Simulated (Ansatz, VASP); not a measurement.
# AgRh: VASP beside Ansatz

```
Ag Rh
1.0
     2.51234    0.00000    0.00000
    -1.25617    2.17575    0.00000
     0.00000    0.00000    4.34940
Ag Rh
1 1
Direct
  0.00000 0.00000 0.50000
  0.66667 0.33333 0.00000
```

Change from the starting cell: volume scaled by 0.74, PAW files.

Alike in both runs: task single point; functional PBE; k mesh 14 × 14 × 7; occupations fermi-dirac, width 0.05 eV; collinear spin.

|  | VASP | Ansatz |
| --- | --- | --- |
| version | VASP 6.6.1 | Ansatz 0.2.0 |
| potentials or method | VASP PAW PBE potentials, release 64 (Ag, Rh_pv) | PAW with Ansatz's default frozen-core files, scalar-relativistic |
| plane-wave cutoff (eV) | 520 | 420 |
| valence electrons in the cell | 26 | 36 |

```csv
,VASP,Ansatz,Ansatz less VASP
pressure (GPa),96.7,97.0,+0.35
"traceless stress, the component that is largest in VASP (GPa)",-11.21,-11.28,-0.070
net moment per atom (μB),0.00,0.00,0.000
```

Both programs put the cell under a high pressure, so it lies far from rest at this level. The functional is the same, so the differences come from potentials, cutoffs and numerics. VASP's potentials hold 26 valence electrons a cell and Ansatz's 36, so a difference there can come from the potentials and not from the codes. Ansatz's warnings: seeded moment not kept.

Noted on VASP's run: the cell as given lies far from equilibrium.
